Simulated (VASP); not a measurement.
# Al2O3: single point with revPBE+D4

The system is Al2O3.

```
CELL_PARAMETERS angstrom
2.42693 1.40119 4.41683
-2.42693 1.40119 4.41683
0.00000 -2.80238 4.41683
ATOMIC_POSITIONS crystal
Al 0.85216 0.85216 0.85216
Al 0.64784 0.64784 0.64784
Al 0.14784 0.14784 0.14784
Al 0.35216 0.35216 0.35216
O 0.05668 0.75000 0.44332
O 0.75000 0.44332 0.05668
O 0.44332 0.05668 0.75000
O 0.94332 0.25000 0.55668
O 0.25000 0.55668 0.94332
O 0.55668 0.94332 0.25000
```

```json
{
  "Program": "VASP 6.6.1",
  "Task": "single point",
  "Functional": "revPBE",
  "Dispersion": "D4",
  "Potentials or basis": "VASP PAW PBE potentials, release 64 (Al, O)",
  "Cutoff": "520 eV",
  "k mesh": "7 × 7 × 7",
  "Occupations": "fermi-dirac, width 0.05 eV",
  "Spin": "no spin polarisation",
  "Dipole correction": "no",
  "Further INCAR settings": "ALGO = Normal; EDIFF = 1e-06; NBANDS = 35"
}
```

- Pressure: -12.4 GPa
- Largest force: 0.038 eV/Å
- Band gap on the k mesh: 5.57 eV
- Dispersion energy per atom: -0.506 eV

Forces in eV/Å, atoms in the order of the input:
```
Al   0.000  0.000  0.038
Al   0.000  0.000 -0.038
Al   0.000  0.000 -0.038
Al   0.000  0.000  0.038
O   -0.008 -0.013  0.000
O   -0.008  0.013  0.000
O    0.015  0.000  0.000
O    0.008  0.013  0.000
O    0.008 -0.013  0.000
O   -0.015  0.000  0.000
```

Stress tensor (GPa, compression positive):
```
-12.58   0.00   0.00
  0.00 -12.58   0.00
  0.00   0.00 -12.19
```

Levels at points of the mesh, in eV from the valence-band top:
| k point | band 21 | band 22 | band 23 | band 24 | band 25 | band 26 | band 27 | band 28 |
| --- | --- | --- | --- | --- | --- | --- | --- | --- |
| (0.00, 0.00, 0.00) | -0.43 | -0.04 | -0.04 | 0.00 | 5.57 | 8.77 | 10.12 | 11.07 |

Wall time 2.9 min on 1 thread of Intel(R) Xeon(R) 6975P-C (Granite Rapids), on a shared host, peak memory 0.27 GiB.

Caveat: the cell stands under tension; the PAW data sets were made with another functional, which shifts forces and pressure a little; an odd mesh through Γ misses points on the zone boundary, where band edges can lie.
